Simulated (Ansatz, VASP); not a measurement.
# Be in VASP and in Ansatz

The input INCAR:

```
  PREC = Accurate
  ENCUT = 520
  EDIFF = 1E-6
  ISMEAR = 0
  SIGMA = 0.15
  LREAL = False
  LASPH = True
  NELM = 80
  ALGO = Normal
  ISIF = 2
  LWAVE = False
  LCHARG = True
  GGA = PS
  LELF = True
  LVHAR = True
  NBANDS = 9
```

The input KPOINTS:

```
Automatic mesh
0
Gamma
  24 24 14
```

POSCAR

```
Be
1.0
    2.2650094551      0.0000000000      0.0000000000
   -1.1325047276      1.9615557279      0.0000000000
    0.0000000000      0.0000000000      3.6009000000
Be
2
Direct
    0.3333333333      0.6666666667      0.2500000000
    0.6666666667      0.3333333333      0.7500000000
```

Input for Ansatz:

```yaml
crystal:
  lattice:
    - [2.2650094551, 0.0, 0.0]
    - [-1.1325047276, 1.9615557279, 0.0]
    - [0.0, 0.0, 3.6009]
  atoms:
    - { symbol: Be, position: [0.3333333333, 0.6666666667, 0.25] }
    - { symbol: Be, position: [0.6666666667, 0.3333333333, 0.75] }
basis:
  ecutwfc: 420
kpoints:
  mp_grid: { grid: [24, 24, 14] }
hamiltonian:
  xc: pbesol
scf:
  occupations: { method: gaussian, width: 0.15 }
output:
  forces: true
  stress: true
  eigenvalues: true
  write_density: true
  write_potential: true
  elf: true
  volumetric_format: npy
```

Change from the starting cell: strain -0.015 along x and y, +0.000 along z, atoms carried along.

Alike in both runs: task single point; functional PBEsol; k mesh 24 × 24 × 14; occupations gaussian, width 0.15 eV; no spin polarisation.

|  | VASP | Ansatz |
| --- | --- | --- |
| version | VASP 6.6.1 | Ansatz 0.2.0 |
| potentials or method | VASP PAW PBE potentials, release 64 (Be), cutoff 520 eV | scalar-relativistic, plane waves, PAW |
| valence electrons in the cell | 4 | 4 |

```csv
,VASP,Ansatz,Ansatz less VASP
gap on the k mesh at the Fermi level (eV),none,none,-
pressure (GPa),-2.2,-2.5,-0.36
"traceless stress, the component that is largest in VASP (GPa)",-2.38,-2.42,-0.042
```

VASP's potentials were made for PBE, not for PBEsol. A gap of «none» marks a metal or a gap that the smearing closes.
